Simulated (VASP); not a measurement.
Write the native input for VASP 6.6.1 that does the following.

| Quantity | Value |
| --- | --- |
| Task | single point |
| Functional | RPBE |
| Potentials or basis | VASP PAW PBE potentials, release 64 (Au) |
| Cutoff | 520 eV |
| k mesh | 21 × 21 × 21 |
| Occupations | fermi-dirac, width 0.1 eV |
| Spin | no spin polarisation |
| Dipole correction | no |
| Further INCAR settings | ALGO = Normal; EDIFF = 1e-06; NBANDS = 12 |

The structure of Au lies in POSCAR:

```
Au
1.0
    0.0000000000      2.1797469872      2.1797469872
    2.1797469872      0.0000000000      2.1797469872
    2.1797469872      2.1797469872      0.0000000000
Au
1
Direct
    0.0000000000      0.0000000000      0.0000000000
```

This cell differs from its parent crystal: volume scaled by 1.12.

One way to write it, as run:

INCAR

```
SYSTEM = Au
  ALGO = Normal
  EDIFF = 1E-6
  ENCUT = 520
  GGA = RP
  ISIF = 2
  ISMEAR = -1
  LASPH = .TRUE.
  LCHARG = .FALSE.
  LREAL = .FALSE.
  LWAVE = .FALSE.
  NBANDS = 12
  NELM = 100
  PREC = Accurate
  SIGMA = 0.1
```

KPOINTS

```
k-points
0
G
  21 21 21
  0 0 0
```

Potentials or basis: VASP PAW PBE potentials, release 64 (Au).

Run with:

```bash
$ cat potpaw_PBE.64/Au/POTCAR > POTCAR
$ mpirun -np 1 vasp_std > vasp.out
```

Results of the run:

The pressure is -9.6 GPa.

Caveat: the PAW data sets were made with another functional, which shifts forces and pressure a little.

It took 75 s on 1 thread of AMD EPYC 7R43 64-Core Processor (Zen 3), on a shared host, peak memory 0.16 GiB.
